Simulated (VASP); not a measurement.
Na3Ca, 4 atoms in the cell. It takes space group Pm-3m (No. 221, cubic). Conventional cell: a = 5.355 Å, b = 5.355 Å, c = 5.355 Å, α = 90.00°, β = 90.00°, γ = 90.00°. Within 5.0 Å of Na (site symmetry 4/mmm) lie 8 Na at 3.79 Å and 4 Ca at 3.79 Å. Within 5.0 Å of Ca (site symmetry m-3m) lie 12 Na at 3.79 Å. 

* Program: VASP 6.6.1
* Task: relaxation of cell and atoms
* Functional: PBEsol
* Potentials or basis: VASP PAW PBE potentials, release 64 (Na_pv, Ca_sv)
* Cutoff: 600 eV
* k mesh: 4 × 4 × 4
* Occupations: fermi-dirac, width 0.1 eV
* Spin: no spin polarisation
* Dipole correction: no
* Further INCAR settings: ALGO = Normal; EDIFF = 1e-06; IBRION = 2; EDIFFG = -0.01; NSW = 60; ISIF = 3

Potentials or basis: VASP PAW PBE potentials, release 64 (Na_pv, Ca_sv).

Launch:

```sh
$ cat potpaw_PBE.64/Na_pv/POTCAR potpaw_PBE.64/Ca_sv/POTCAR > POTCAR
$ mpirun -np 1 vasp_std > vasp.out
```

Hardware: 1 thread of Intel(R) Xeon(R) 6975P-C (Granite Rapids), with other jobs on the host.

Question: Estimate the wall time of this run.

Answer: Wall time 49 s on 1 thread of Intel(R) Xeon(R) 6975P-C (Granite Rapids), on a shared host, peak memory 0.35 GiB. Counts: scf iterations 31, k points 10, ion steps 3.
